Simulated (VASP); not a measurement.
# BP (F-43m) in VASP: notebook

The runs below take BP through single point, with r2SCAN.

Program: VASP 6.6.1. These are calculated values, not measurements. Logs are shortened: lines on timing, memory, paths and dates and some standing lists are left out, and cuts for length are marked.

## (1) The cell of the first run

The structure is cubic, space group F-43m (No. 216). The conventional cell has a = 4.538 Å, b = 4.538 Å, c = 4.538 Å, α = 90.00°, β = 90.00°, γ = 90.00°. Within 2.6 Å of B (site symmetry -43m) lie 4 P at 1.97 Å. Within 2.6 Å of P (site symmetry -43m) lie 4 B at 1.97 Å.

## (2) Single point, r2SCAN

Contents of POSCAR:

```
BP
1.0
    0.0000000000      2.2690000000      2.2690000000
    2.2690000000      0.0000000000      2.2690000000
    2.2690000000      2.2690000000      0.0000000000
B P
1 1
Direct
    0.0000000000      0.0000000000      0.0000000000
    0.2500000000      0.2500000000      0.2500000000
```

Contents of INCAR.step1:

```
SYSTEM = BP
PREC = Accurate
ENCUT = 520
ISMEAR = 0
SIGMA = 0.05
LREAL = .FALSE.
LASPH = .TRUE.
NELM = 60
NBANDS = 11
GGA = PE
ALGO = Normal
EDIFF = 1E-4
LWAVE = .TRUE.
LCHARG = .FALSE.
```

Contents of INCAR.step2:

```
SYSTEM = BP
PREC = Accurate
ENCUT = 520
EDIFF = 1E-6
ISMEAR = 0
SIGMA = 0.05
LREAL = .FALSE.
LASPH = .TRUE.
NELM = 60
ALGO = Normal
ISIF = 2
LWAVE = .FALSE.
LCHARG = .TRUE.
METAGGA = R2SCAN
LMIXTAU = .TRUE.
LELF = .TRUE.
LVHAR = .TRUE.
NBANDS = 11
ISTART = 1
```

Contents of KPOINTS:

```
Automatic mesh
0
G
  12 12 12
  0 0 0
```

Potentials or basis: VASP PAW PBE potentials, release 64 (B, P).

Run with:

```
> cat potpaw_PBE.64/B/POTCAR potpaw_PBE.64/P/POTCAR > POTCAR
> cp INCAR.step1 INCAR
> mpirun -np 1 vasp_std > vasp.out
> cp INCAR.step2 INCAR
> mpirun -np 1 vasp_std > vasp.out
```

OUTCAR:

```text
SYSTEM = BP
   PREC = Accurate
   ENCUT = 520
   EDIFF = 1E-6
   ISMEAR = 0
   LREAL = .FALSE.
   LASPH = .TRUE.
   NELM = 60
   ISIF = 2
   METAGGA = R2SCAN
   ISTART = 1

 ion  position               nearest neighbor table
   1  0.000  0.000  0.000-   2 1.97   2 1.97   2 1.97   2 1.97
   2  0.250  0.250  0.250-   1 1.97   1 1.97   1 1.97   1 1.97

  LATTYP: Found a face centered cubic cell.
 ALAT       =     4.5380000000

  Lattice vectors:

 A1 = (   0.0000000000,   2.2690000000,   2.2690000000)
 A2 = (   2.2690000000,   0.0000000000,   2.2690000000)
 A3 = (   2.2690000000,   2.2690000000,   0.0000000000)

Analysis of symmetry for initial positions (statically):
=====================================================================
 Subroutine PRICEL returns:
 Original cell was already a primitive cell.

 Routine SETGRP: Setting up the symmetry group for a
 face centered cubic supercell.

 Subroutine GETGRP returns: Found 24 space group operations
 (whereof 24 operations were pure point group operations)
 out of a pool of 48 trial point group operations.

The static configuration has the point symmetry T_d .

Analysis of symmetry for dynamics (positions and initial velocities):
=====================================================================
 Subroutine PRICEL returns:
 Original cell was already a primitive cell.

 Routine SETGRP: Setting up the symmetry group for a
 face centered cubic supercell.

 Subroutine GETGRP returns: Found 24 space group operations
 (whereof 24 operations were pure point group operations)
 out of a pool of 48 trial point group operations.

The dynamic configuration has the point symmetry T_d .

 Subroutine INISYM returns: Found 24 space group operations
 (whereof 24 operations are pure point group operations),
 and found     1 'primitive' translations

----------------------------------------------------------------------------------------

                                     Primitive cell

  volume of cell :      23.3633

  direct lattice vectors                    reciprocal lattice vectors
     0.000000000  2.269000000  2.269000000    -0.220361393  0.220361393  0.220361393
     2.269000000  0.000000000  2.269000000     0.220361393 -0.220361393  0.220361393
     2.269000000  2.269000000  0.000000000     0.220361393  0.220361393 -0.220361393

  length of vectors
     3.208850573  3.208850573  3.208850573     0.381677128  0.381677128  0.381677128

  position of ions in fractional coordinates (direct lattice)
     0.000000000  0.000000000  0.000000000
     0.250000000  0.250000000  0.250000000
[... 81 lines left out ...]
   IBRION =     -1    ionic relax: 0-MD 1-quasi-New 2-CG
   NFREE  =      0    steps in history (QN), initial steepest desc. (CG)
   ISIF   =      2    stress and relaxation
   ISYM   =      2    0-nonsym 1-usesym 2-fastsym
   POTIM  = 0.5000    time-step for ionic-motion
   TEBEG  =    0.0;   TEEND  =   0.0 temperature during run
   PSTRESS=    0.0 pullay stress
   NELECT =       8.0000    total number of electrons
   NUPDOWN=      -1.0000    fix difference up-down
   EMIN   =  10.00;   EMAX   =-10.00  energy-range for DOS
   EFERMI =   0.00;   METHOD = LEGACY
   ISMEAR =     0;   SIGMA  =   0.05  broadening in eV -4-tet -1-fermi 0-gaus
   EFERMI_NEDOS =   21; number of points for ismear=-14 and -15
   IALGO  =     38    algorithm
   IMIX   =      4    mixing-type and parameters
     AMIX     =   0.40;   BMIX     =  1.00
     AMIX_MAG =   1.60;   BMIX_MAG =  1.00
  volume/ion in A,a.u.               =      11.68        78.83
  Fermi-wavevector in a.u.,A,eV,Ry     =   1.145320  2.164342 17.847562  1.311759
  Thomas-Fermi vector in A             =   2.282009
   LORBIT       =      0    0 simple, 1 ext, 2 COOP (PROOUT), +10 PAW based schemes
   METAGGA = R2SCAN    functional components
   LHFCALC =     F    Hartree Fock is set to
   AEXX    =    0.0000 exact exchange contribution
   IVDW    =     0    specifies the selected vdW correction
   LEPSILON=     F    determine dielectric tensor
   LRPA    =     F    only Hartree local field effects (RPA)
 non-spin polarized calculation
 Gauss-broadening in eV      SIGMA  =   0.05
  energy-cutoff  :      520.00
  volume of cell :       23.36
 maximum number of plane-waves:       642
   NGX = 11   NGY = 11   NGZ = 11

 number of electron       8.0000000 magnetization

 Free energy of the ion-electron system (eV)
  ---------------------------------------------------
  ext. energy  EPLUGINS =         0.00000000
  ---------------------------------------------------
  free energy    TOTEN  =       -17.31151449 eV

  energy without entropy =      -17.31151449  energy(sigma->0) =      -17.31151449

 E-fermi :   7.6256     XC(G=0): -11.5010

 val. band max:        7.3888565689   @ k =   0.0000   0.0000   0.0000
 cond. band min:       8.8315866449   @ k =   0.4167   0.4167   0.0000
 fundamental gap:      1.4427300760
 Fermi energy:         7.6256257080

 k-point     1 :       0.0000    0.0000    0.0000
  band No.  band energies     occupation
      1      -8.8705      2.00000
      2       7.3889      2.00000
      3       7.3889      2.00000
      4       7.3889      2.00000
      5      11.0292      0.00000
      6      11.0292      0.00000
      7      11.0292      0.00000
      8      15.3992      0.00000
      9      19.7937      0.00000
     10      20.0358      0.00000
     11      20.0358      0.00000
[... 309 lines left out ...]
 k-point    24 :      -0.4167    0.1667    0.0000
  band No.  band energies     occupation
      1      -5.0294      2.00000
      2      -1.6426      2.00000
      3       3.2797      2.00000
      4       4.9382      2.00000
      5      11.2585      0.00000
      6      13.9166      0.00000
      7      14.1557      0.00000
      8      18.5980      0.00000
      9      20.0978      0.00000
     10      20.9059      0.00000
     11      24.4466      0.00000

 [... further k-points ...]
[... 5 lines left out ...]
  --------------------------------------------------------------------------------------
  -------------------------------------------------------------------------------------
  Total       -0.0983546     -0.0983546     -0.0983546     -0.0000000     -0.0000000      0.0000000
  in kB       -6.7448420     -6.7448420     -6.7448420     -0.0000000     -0.0000000      0.0000000
  external PRESSURE =      -6.7448420 kB  Pullay stress =       0.0000000 kB

 VOLUME and BASIS-vectors are now :
 -----------------------------------------------------------------------------
  energy-cutoff  :      520.00
  volume of cell :       23.36
      direct lattice vectors                 reciprocal lattice vectors
     0.000000000  2.269000000  2.269000000    -0.220361393  0.220361393  0.220361393
     2.269000000  0.000000000  2.269000000     0.220361393 -0.220361393  0.220361393
     2.269000000  2.269000000  0.000000000     0.220361393  0.220361393 -0.220361393

 POSITION                                       TOTAL-FORCE (eV/Angst)
 -----------------------------------------------------------------------------------
      0.00000      0.00000      0.00000         0.000000      0.000000      0.000000
      1.13450      1.13450      1.13450        -0.000000     -0.000000     -0.000000
 -----------------------------------------------------------------------------------
    total drift:                                0.000000      0.000000      0.000000

  FREE ENERGIE OF THE ION-ELECTRON SYSTEM (eV)
  ---------------------------------------------------
  free  energy   TOTEN  =       -17.3115144899 eV

  energy  without entropy=      -17.3115144899  energy(sigma->0) =      -17.31151449
```

Wall time 2.1 min (1 thread of AMD EPYC 7R13, shared host); peak memory 0.12 GiB.

What came out:

```
Free energy            : -17.3115 eV
Pressure               : -0.7 GPa
Band gap on the k mesh : 1.44 eV (least direct gap 3.64 eV)
```

Caveat: the PAW data sets were made with another functional, which shifts forces and pressure a little.

## (3) Single point, r2SCAN

POSCAR is that of step 2.

Contents of INCAR.step1:

```
PREC     = Accurate       # precision mode
ENCUT    = 520            # plane-wave cutoff, eV
ISMEAR   = 0              # smearing method
SIGMA    = 0.05           # smearing width, eV
LREAL    = F              # projectors in reciprocal space
LASPH    = T              # aspherical terms in the spheres
NELM     = 60             # most SCF steps
NBANDS   = 11             # bands
GGA      = PE             # functional
ALGO     = Normal         # electronic algorithm
EDIFF    = 1E-4           # SCF threshold, eV
LWAVE    = T              # write WAVECAR
LCHARG   = F              # write CHGCAR
```

Contents of INCAR.step2:

```
PREC     = Accurate       # precision mode
ENCUT    = 520            # plane-wave cutoff, eV
EDIFF    = 1E-6           # SCF threshold, eV
ISMEAR   = 0              # smearing method
SIGMA    = 0.05           # smearing width, eV
LREAL    = F              # projectors in reciprocal space
LASPH    = T              # aspherical terms in the spheres
NELM     = 60             # most SCF steps
ALGO     = Normal         # electronic algorithm
ISIF     = 2              # what is computed and relaxed
LWAVE    = F              # write WAVECAR
LCHARG   = T              # write CHGCAR
METAGGA  = R2SCAN         # meta-GGA
LMIXTAU  = T            
LELF     = T              # ELF
LVHAR    = T            
NBANDS   = 11             # bands
ISTART   = 1
```

Contents of KPOINTS:

```
Automatic mesh
0
Gamma
  12 12 12
```

Potentials or basis: VASP PAW PBE potentials, release 64 (B, P).

Run with:

```
> cat potpaw_PBE.64/B/POTCAR potpaw_PBE.64/P/POTCAR > POTCAR
> cp INCAR.step1 INCAR
> mpirun -np 1 vasp_std > vasp.out
> cp INCAR.step2 INCAR
> mpirun -np 1 vasp_std > vasp.out
```

Run time: 2.2 min. Hardware: 1 thread of AMD EPYC 7R13, shared host; peak memory 0.12 GiB.

It converged, with:

| Quantity | Value |
| --- | --- |
| Free energy | -17.3115 eV |
| Pressure | -0.7 GPa |
| Band gap on the k mesh | 1.44 eV (least direct gap 3.64 eV) |

Levels at points of the mesh, in eV from the valence-band top:
```csv
k point,band 1,band 2,band 3,band 4,band 5,band 6,band 7,band 8
"(0.00, 0.00, 0.00)",-16.26,0.00,0.00,0.00,3.64,3.64,3.64,8.01
"(0.50, 0.00, 0.00)",-12.77,-9.50,-1.86,-1.86,4.14,5.03,5.03,10.92
"(0.50, 0.50, 0.00)",-11.10,-9.13,-4.34,-4.34,1.54,1.91,13.06,13.06
```

Caveat: the PAW data sets were made with another functional, which shifts forces and pressure a little.

## (4) Single point, r2SCAN

POSCAR is that of step 3.

Contents of INCAR.step1:

```
PREC = Accurate
ENCUT = 520
ISMEAR = 0
SIGMA = 0.05
LREAL = False
LASPH = True
NELM = 60
NELECT = 7.5
NBANDS = 11
GGA = PE
ALGO = Normal
EDIFF = 1E-4
LWAVE = True
LCHARG = False
```

Contents of INCAR.step2:

```
PREC = Accurate
ENCUT = 520
EDIFF = 1E-6
ISMEAR = 0
SIGMA = 0.05
LREAL = False
LASPH = True
NELM = 60
ALGO = Normal
ISIF = 2
LWAVE = False
LCHARG = False
METAGGA = R2SCAN
LMIXTAU = True
NELECT = 7.5
NBANDS = 11
ISTART = 1
```

Contents of KPOINTS:

```
regular mesh
0
Gamma
  12 12 12
```

Run with:

```
> cat potpaw_PBE.64/B/POTCAR potpaw_PBE.64/P/POTCAR > POTCAR
> cp INCAR.step1 INCAR
> mpirun -np 1 vasp_std > vasp.out
> cp INCAR.step2 INCAR
> mpirun -np 1 vasp_std > vasp.out
```

Wall time 2.2 min (1 thread of AMD EPYC 7R13, shared host); peak memory 0.12 GiB.

Results (log left out):

* Free energy: -20.4163 eV

Levels at points of the mesh, in eV from the Fermi level:
```csv
k point,band 1,band 2,band 3,band 4,band 5,band 6,band 7,band 8,band 9
"(0.00, 0.00, 0.00)",-14.35,1.75,1.75,1.75,5.58,5.58,5.58,9.81,14.64
"(0.50, 0.00, 0.00)",-10.92,-7.56,-0.07,-0.07,6.05,7.03,7.03,13.06,17.47
"(0.50, 0.50, 0.00)",-9.26,-7.27,-2.48,-2.48,3.63,4.00,14.88,14.88,18.23
```

Caveat: the cell carries a net charge on a neutralising background, which shifts energy and pressure; the cell is charged against a uniform background, so pressure and absolute levels hang on convention; the PAW data sets were made with another functional, which shifts forces and pressure a little.

## (5) Single point, r2SCAN

This run uses another cell than the first one, of 12.38 Å³/atom.

Contents of POSCAR:

```
BP
1.0
    0.0000000000      2.3135014941      2.3135014941
    2.3135014941      0.0000000000      2.3135014941
    2.3135014941      2.3135014941      0.0000000000
B P
1 1
Direct
    0.0000000000      0.0000000000      0.0000000000
    0.2500000000      0.2500000000      0.2500000000
```

Contents of INCAR.step1:

```
SYSTEM = BP
PREC = Accurate
ENCUT = 520
ISMEAR = 0
SIGMA = 0.05
LREAL = .False.
LASPH = .True.
NELM = 60
NBANDS = 11
GGA = PE
ALGO = Normal
EDIFF = 1E-4
LWAVE = .True.
LCHARG = .False.
```

Contents of INCAR.step2:

```
SYSTEM = BP
PREC = Accurate
ENCUT = 520
EDIFF = 1E-7
ISMEAR = 0
SIGMA = 0.05
LREAL = .False.
LASPH = .True.
NELM = 60
ALGO = Normal
ISIF = 2
LWAVE = .False.
LCHARG = .False.
METAGGA = R2SCAN
LMIXTAU = .True.
NBANDS = 11
ISTART = 1
```

Contents of KPOINTS:

```
Automatic mesh
0
Gamma
  12 12 12
  0 0 0
```

Run with:

```
> cat potpaw_PBE.64/B/POTCAR potpaw_PBE.64/P/POTCAR > POTCAR
> cp INCAR.step1 INCAR
> mpirun -np 1 vasp_std > vasp.out
> cp INCAR.step2 INCAR
> mpirun -np 1 vasp_std > vasp.out
```

Run time: 2.8 min. Hardware: 1 thread of AMD EPYC 7R13, shared host; peak memory 0.12 GiB.

Results (log left out):

```yaml
Free_energy: -17.2664 eV
Pressure: -9.4 GPa
Band_gap_on_the_k_mesh: 1.52 eV (least direct gap 3.56 eV)
```

Levels at points of the mesh, in eV from the valence-band top:
| k point | band 2 | band 3 | band 4 | band 5 | band 6 | band 7 |
| --- | --- | --- | --- | --- | --- | --- |
| (0.00, 0.00, 0.00) | 0.00 | 0.00 | 0.00 | 3.56 | 3.56 | 3.56 |
| (0.50, 0.00, 0.00) | -9.08 | -1.79 | -1.79 | 3.78 | 4.99 | 4.99 |
| (0.50, 0.50, 0.00) | -8.82 | -4.13 | -4.13 | 1.65 | 1.96 | 12.49 |

Caveat: the cell stands under tension; the PAW data sets were made with another functional, which shifts forces and pressure a little.
